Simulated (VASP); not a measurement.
A run of VASP 6.6.1 is set up as follows.

File INCAR:

```
  PREC = Accurate
  ENCUT = 520
  EDIFF = 1E-7
  ISMEAR = 0
  SIGMA = 0.01
  LREAL = False
  LASPH = True
  NELM = 100
  ALGO = Normal
  ISIF = 2
  LWAVE = False
  LCHARG = False
  GGA = PE
  NBANDS = 17
```

Contents of KPOINTS:

```
Automatic mesh
0
Gamma
  6 6 6
```

File POSCAR:

```
PbS
1.0
    0.0000000000      3.0333961529      3.0333961529
    3.0333961529      0.0000000000      3.0333961529
    3.0333961529      3.0333961529      0.0000000000
Pb S
1 1
Direct
    0.0000000000      0.0000000000      0.0000000000
    0.5000000000      0.5000000000      0.5000000000
```

Potentials or basis: VASP PAW PBE potentials, release 64 (Pb_d, S).

Run with:

```console
$ cat potpaw_PBE.64/Pb_d/POTCAR potpaw_PBE.64/S/POTCAR > POTCAR
$ mpirun -np 1 vasp_std > vasp.out
```

Task: Predict the band gap on the k mesh.

Result: 0.59 eV, direct.

Task: Estimate the pressure.

Result: -1.5 GPa.

Caveat: spin-orbit coupling is left out, which moves the levels of the heavy elements. A k mesh can miss the band edges.
